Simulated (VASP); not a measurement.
# BN (F-43m) in VASP: notebook

Runs on BN. Level: PBE. Tasks: single point.

Everything below comes from runs of VASP 6.6.1. Logs are shortened: lines on timing, memory, paths and dates and some standing lists are left out, and cuts for length are marked.

## (1) The cell of the first run

It takes space group F-43m (No. 216, cubic). Conventional cell: a = 3.517 Å, b = 3.517 Å, c = 3.517 Å, α = 90.00°, β = 90.00°, γ = 90.00°. Within 2.0 Å of B (site symmetry -43m) lie 4 N at 1.52 Å. N (site symmetry -43m) has 4 B at 1.52 Å within 2.0 Å.

## (2) Single point, PBE

INCAR

```
PREC = Accurate
ENCUT = 600
EDIFF = 1E-6
ISMEAR = 0
SIGMA = 0.01
LREAL = False
LASPH = True
NELM = 120
ALGO = Normal
ISIF = 2
LWAVE = False
LCHARG = False
GGA = PE
NBANDS = 11
GGA_COMPAT = False
```

KPOINTS

```
regular mesh
0
Gamma
  4 4 4
```

POSCAR

```
BN
1.0
    0.0000000000      1.7584405978      1.7584405978
    1.7584405978      0.0000000000      1.7584405978
    1.7584405978      1.7584405978      0.0000000000
B N
1 1
Direct
    0.0000000000      0.0000000000      0.0000000000
    0.2500000000      0.2500000000      0.2500000000
```

Potentials or basis: VASP PAW PBE potentials, release 64 (B, N).

Run with:

```console
cat potpaw_PBE.64/B/POTCAR potpaw_PBE.64/N/POTCAR > POTCAR
mpirun -np 1 vasp_std > vasp.out
```

OUTCAR:

```text
PREC = Accurate
   ENCUT = 600
   EDIFF = 1E-6
   ISMEAR = 0
   LREAL = False
   LASPH = True
   NELM = 120
   ISIF = 2
   GGA = PE

 ion  position               nearest neighbor table
   1  0.000  0.000  0.000-   2 1.52   2 1.52   2 1.52   2 1.52
   2  0.250  0.250  0.250-   1 1.52   1 1.52   1 1.52   1 1.52

  LATTYP: Found a face centered cubic cell.
 ALAT       =     3.5168811956

  Lattice vectors:

 A1 = (   0.0000000000,   1.7584405978,   1.7584405978)
 A2 = (   1.7584405978,   0.0000000000,   1.7584405978)
 A3 = (   1.7584405978,   1.7584405978,   0.0000000000)

Analysis of symmetry for initial positions (statically):
=====================================================================
 Subroutine PRICEL returns:
 Original cell was already a primitive cell.

 Routine SETGRP: Setting up the symmetry group for a
 face centered cubic supercell.

 Subroutine GETGRP returns: Found 24 space group operations
 (whereof 24 operations were pure point group operations)
 out of a pool of 48 trial point group operations.

The static configuration has the point symmetry T_d .

Analysis of symmetry for dynamics (positions and initial velocities):
=====================================================================
 Subroutine PRICEL returns:
 Original cell was already a primitive cell.

 Routine SETGRP: Setting up the symmetry group for a
 face centered cubic supercell.

 Subroutine GETGRP returns: Found 24 space group operations
 (whereof 24 operations were pure point group operations)
 out of a pool of 48 trial point group operations.

The dynamic configuration has the point symmetry T_d .

 Subroutine INISYM returns: Found 24 space group operations
 (whereof 24 operations are pure point group operations),
 and found     1 'primitive' translations

----------------------------------------------------------------------------------------

                                     Primitive cell

  volume of cell :      10.8746

  direct lattice vectors                    reciprocal lattice vectors
     0.000000000  1.758440598  1.758440598    -0.284342844  0.284342844  0.284342844
     1.758440598  0.000000000  1.758440598     0.284342844 -0.284342844  0.284342844
     1.758440598  1.758440598  0.000000000     0.284342844  0.284342844 -0.284342844

  length of vectors
     2.486810542  2.486810542  2.486810542     0.492496252  0.492496252  0.492496252

  position of ions in fractional coordinates (direct lattice)
[... 68 lines left out ...]
   ISIF   =      2    stress and relaxation
   ISYM   =      2    0-nonsym 1-usesym 2-fastsym
   POTIM  = 0.5000    time-step for ionic-motion
   TEBEG  =    0.0;   TEEND  =   0.0 temperature during run
   PSTRESS=    0.0 pullay stress
   NELECT =       8.0000    total number of electrons
   NUPDOWN=      -1.0000    fix difference up-down
   EMIN   =  10.00;   EMAX   =-10.00  energy-range for DOS
   EFERMI =   0.00;   METHOD = LEGACY
   ISMEAR =     0;   SIGMA  =   0.01  broadening in eV -4-tet -1-fermi 0-gaus
   EFERMI_NEDOS =   21; number of points for ismear=-14 and -15
   IALGO  =     38    algorithm
   IMIX   =      4    mixing-type and parameters
     AMIX     =   0.40;   BMIX     =  1.00
     AMIX_MAG =   1.60;   BMIX_MAG =  1.00
  volume/ion in A,a.u.               =       5.44        36.69
  Fermi-wavevector in a.u.,A,eV,Ry     =   1.477862  2.792754 29.716147  2.184075
  Thomas-Fermi vector in A             =   2.592214
   LORBIT       =      0    0 simple, 1 ext, 2 COOP (PROOUT), +10 PAW based schemes
   GGA     = PE    functional components
   LHFCALC =     F    Hartree Fock is set to
   AEXX    =    0.0000 exact exchange contribution
   IVDW    =     0    specifies the selected vdW correction
   LEPSILON=     F    determine dielectric tensor
   LRPA    =     F    only Hartree local field effects (RPA)
 non-spin polarized calculation
 Gauss-broadening in eV      SIGMA  =   0.01
  energy-cutoff  :      600.00
  volume of cell :       10.87
 maximum number of plane-waves:       380
   NGX =  9   NGY =  9   NGZ =  9

 number of electron       8.0000000 magnetization

 Free energy of the ion-electron system (eV)
  ---------------------------------------------------
  ext. energy  EPLUGINS =         0.00000000
  ---------------------------------------------------
  free energy    TOTEN  =       -17.25265689 eV

  energy without entropy =      -17.25265689  energy(sigma->0) =      -17.25265689

 E-fermi :   8.6796     XC(G=0): -13.2251

 val. band max:        8.4903556918   @ k =   0.0000   0.0000   0.0000
 cond. band min:      13.0075900406   @ k =   0.5000   0.5000   0.0000
 fundamental gap:      4.5172343488
 Fermi energy:         8.6795845267

 k-point     1 :       0.0000    0.0000    0.0000
  band No.  band energies     occupation
      1     -12.7263      2.00000
      2       8.4904      2.00000
      3       8.4904      2.00000
      4       8.4904      2.00000
      5      17.6759      0.00000
      6      17.6759      0.00000
      7      17.6759      0.00000
      8      20.2088      0.00000
      9      34.8011      0.00000
     10      37.2563      0.00000
     11      37.2563      0.00000
[... 85 lines left out ...]
 k-point     8 :      -0.2500    0.5000    0.2500
  band No.  band energies     occupation
      1      -6.2351      2.00000
      2       0.5218      2.00000
      3       0.8640      2.00000
      4       1.3623      2.00000
      5      18.4317      0.00000
      6      22.7954      0.00000
      7      23.4707      0.00000
      8      24.4594      0.00000
      9      29.0730      0.00000
     10      35.5829      0.00000
     11      39.3250      0.00000

------------------------ aborting loop because EDIFF is reached ----------------------------------------

  FORCE on cell =-STRESS in cart. coord.  units (eV):
  Direction    XX          YY          ZZ          XY          YZ          ZX
  --------------------------------------------------------------------------------------
  -------------------------------------------------------------------------------------
  Total        2.7700356      2.7700356      2.7700356     -0.0000000     -0.0000000     -0.0000000
  in kB      408.1152574    408.1152574    408.1152574     -0.0000000     -0.0000000     -0.0000000
  external PRESSURE =     408.1152574 kB  Pullay stress =       0.0000000 kB

 VOLUME and BASIS-vectors are now :
 -----------------------------------------------------------------------------
  energy-cutoff  :      600.00
  volume of cell :       10.87
      direct lattice vectors                 reciprocal lattice vectors
     0.000000000  1.758440598  1.758440598    -0.284342844  0.284342844  0.284342844
     1.758440598  0.000000000  1.758440598     0.284342844 -0.284342844  0.284342844
     1.758440598  1.758440598  0.000000000     0.284342844  0.284342844 -0.284342844

 POSITION                                       TOTAL-FORCE (eV/Angst)
 -----------------------------------------------------------------------------------
      0.00000      0.00000      0.00000        -0.000000     -0.000000     -0.000000
      0.87922      0.87922      0.87922         0.000000      0.000000      0.000000
 -----------------------------------------------------------------------------------
    total drift:                                0.000000      0.000000      0.000000

  FREE ENERGIE OF THE ION-ELECTRON SYSTEM (eV)
  ---------------------------------------------------
  free  energy   TOTEN  =       -17.2526568891 eV

  energy  without entropy=      -17.2526568891  energy(sigma->0) =      -17.25265689
```

stdout:

```text
POSCAR found type information on POSCAR B N
 POSCAR found :  2 types and       2 ions
 scaLAPACK will be used
 LDA part: xc-table for (Slater+PW92), standard interpolation
 POSCAR, INCAR and KPOINTS ok, starting setup
 FFT: planning ... GRIDC
 FFT: planning ... GRID_SOFT
 FFT: planning ... GRID
 WAVECAR not read
 entering main loop
```

Wall time 5.9 s (1 thread of Intel Xeon 8259CL, shared host); peak memory 0.11 GiB.

What came out:

```
Free energy            : -17.2527 eV
Pressure               : 40.8 GPa
Band gap on the k mesh : 4.52 eV, indirect (least direct gap 9.19 eV)
```

Caveat: the k points lie up to 0.77 Å⁻¹ apart. A hybrid or GW would open this gap; PBE tends to underestimate it.

## (3) Single point, PBE

INCAR

```
SYSTEM = BN
PREC     = Accurate       ! precision mode
ENCUT    = 600            ! plane-wave cutoff, eV
EDIFF    = 1E-6           ! SCF threshold, eV
ISMEAR   = 0              ! smearing method
SIGMA    = 0.01           ! smearing width, eV
LREAL    = .FALSE.        ! projectors in reciprocal space
LASPH    = .TRUE.         ! aspherical terms in the spheres
NELM     = 120            ! most SCF steps
ALGO     = Normal         ! electronic algorithm
ISIF     = 2              ! what is computed and relaxed
LWAVE    = .FALSE.        ! write WAVECAR
LCHARG   = .FALSE.        ! write CHGCAR
GGA      = PE             ! functional
NBANDS   = 11             ! bands
GGA_COMPAT= .FALSE.
```

KPOINTS

```
Automatic mesh
0
G
  4 4 4
  0 0 0
```

POSCAR is that of step 2.

Potentials or basis: VASP PAW PBE potentials, release 64 (B, N).

Run with:

```console
cat potpaw_PBE.64/B/POTCAR potpaw_PBE.64/N/POTCAR > POTCAR
mpirun -np 1 vasp_std > vasp.out
```

It used 4.3 s of CPU time on 1 thread of Intel Xeon 8259CL, with other jobs on the host.

It converged, with:

* Free energy: -17.2527 eV
* Pressure: 40.8 GPa
* Band gap on the k mesh: 4.52 eV, indirect (least direct gap 9.19 eV)

Levels at points of the mesh, in eV from the valence-band top:
| k point | band 1 | band 2 | band 3 | band 4 | band 5 | band 6 | band 7 | band 8 | band 9 |
| --- | --- | --- | --- | --- | --- | --- | --- | --- | --- |
| (0.00, 0.00, 0.00) | -21.22 | 0.00 | 0.00 | 0.00 | 9.19 | 9.19 | 9.19 | 11.72 | 26.31 |
| (0.50, 0.00, 0.00) | -16.59 | -11.50 | -2.11 | -2.11 | 11.13 | 11.13 | 11.23 | 16.10 | 24.67 |
| (0.50, 0.50, 0.00) | -15.11 | -9.49 | -5.34 | -5.34 | 4.52 | 9.66 | 19.21 | 19.21 | 22.25 |

Caveat: the k points lie up to 0.77 Å⁻¹ apart. As with any semilocal functional, this PBE gap is likely too small.
